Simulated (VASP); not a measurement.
Set up this calculation in VASP 6.6.1, as the native input.

```yaml
Task: relaxation of cell and atoms
Functional: BLYP
Potentials_or_basis: VASP PAW PBE potentials, release 64 (Ti_sv, Si)
Cutoff: 600 eV
k_mesh: 7 × 7 × 7
Occupations: fermi-dirac, width 0.05 eV
Spin: no spin polarisation
Dipole_correction: no
Further_INCAR_settings: ALGO = Normal; EDIFF = 1e-07; IBRION = 2; EDIFFG = -0.01; NSW = 60; ISIF = 3
```

The structure of TiSi2 lies in POSCAR:

```
TiSi2
1.0
    0.0000000000      4.1175163063      4.2628978354
    2.3895119538      0.0000000000      4.2628978354
    2.3895119538      4.1175163063      0.0000000000
Ti Si
2 4
Direct
    0.7500000000      0.7500000000      0.7500000000
    0.5000000000      0.5000000000      0.5000000000
    0.4125656100      0.0874343900      0.4125656100
    0.0874343900      0.4125656100      0.0874343900
    0.1625656100      0.8374343900      0.1625656100
    0.8374343900      0.1625656100      0.8374343900
```

These files were run (other wordings do the same):

INCAR

```
SYSTEM = TiSi2
PREC = Accurate ; ENCUT = 600
EDIFF = 1E-7 ; ISMEAR = -1
SIGMA = 0.05 ; LREAL = .FALSE.
LASPH = .TRUE. ; NELM = 60
ALGO = Normal ; ISIF = 3
LWAVE = .FALSE. ; LCHARG = .FALSE.
GGA = B5 ; ALDAX = 1.0
AGGAX = 1.0 ; AGGAC = 1.0
ALDAC = 0.0 ; IBRION = 2
NSW = 60 ; EDIFFG = -0.01
```

KPOINTS

```
Automatic mesh
0
G
  7 7 7
  0 0 0
```

Potentials or basis: VASP PAW PBE potentials, release 64 (Ti_sv, Si).

The run is started by

```bash
$ cat potpaw_PBE.64/Ti_sv/POTCAR potpaw_PBE.64/Si/POTCAR > POTCAR
$ mpirun -np 1 vasp_std > vasp.out
```

It gave:

```
Relaxed volume                         : 15.01 Å³/atom
Relaxed cell                           : a = 6.055 Å, b = 4.973 Å, c = 4.899 Å, α = 75.66°, β = 52.72°, γ = 51.62°
Space group after relaxing (to 0.05 Å) : Fddd (No. 70)
Energy gained by relaxing              : 28.4 meV/atom
Ionic steps                            : 10
Pressure after relaxing                : 0.0 GPa
Largest force after relaxing           : 0.009 eV/Å
Band gap on the k mesh                 : zero (band 20 reaches 10.42 eV, above the bottom of band 21 at 8.81 eV)
```

Caveat: the PAW data sets were made with another functional, which shifts forces and pressure a little.

Wall time 34 min on 1 thread of Intel Xeon 6975P-C, with other jobs on the host, peak memory 0.37 GiB.
